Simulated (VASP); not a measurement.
Here is a VASP 6.6.1 calculation.

INCAR

```
SYSTEM = TiAl
PREC = Accurate
ENCUT = 520
EDIFF = 1E-6
ISMEAR = 0
SIGMA = 0.15
LREAL = .FALSE.
LASPH = .TRUE.
NELM = 100
ALGO = Fast
ISIF = 2
LWAVE = .FALSE.
LCHARG = .TRUE.
GGA = PS
LELF = .TRUE.
LVHAR = .TRUE.
NBANDS = 14
```

Contents of KPOINTS:

```
Automatic mesh
0
G
  18 18 10
  0 0 0
```

File POSCAR:

```
TiAl
1.0
    2.8672622327      0.0000000000      0.0000000000
   -1.4336311163      2.4831219328      0.0000000000
    0.0000000000      0.0000000000      4.6780830000
Ti Al
1 1
Direct
   -0.1166989603     -0.0854295681     -0.0641288323
    0.3333333333      0.6666666667      0.5000000000
```

Potentials or basis: VASP PAW PBE potentials, release 64 (Ti_sv, Al).

Launch:

```sh
$ cat potpaw_PBE.64/Ti_sv/POTCAR potpaw_PBE.64/Al/POTCAR > POTCAR
$ mpirun -np 1 vasp_std > vasp.out
```

Predict the pressure.

2.5 GPa.

Estimate the largest force.

2.540 eV/Å.

Stress tensor (GPa, compression positive):
```
 4.03  3.27  4.12
 3.27 -3.53  2.59
 4.12  2.59  6.91
```

Caveat: the cell differs from its parent crystal (atom 1 (Ti) moved by (-0.300, -0.300) A along [1 1 0] and z); the PAW data sets were made with another functional, which shifts forces and pressure a little.
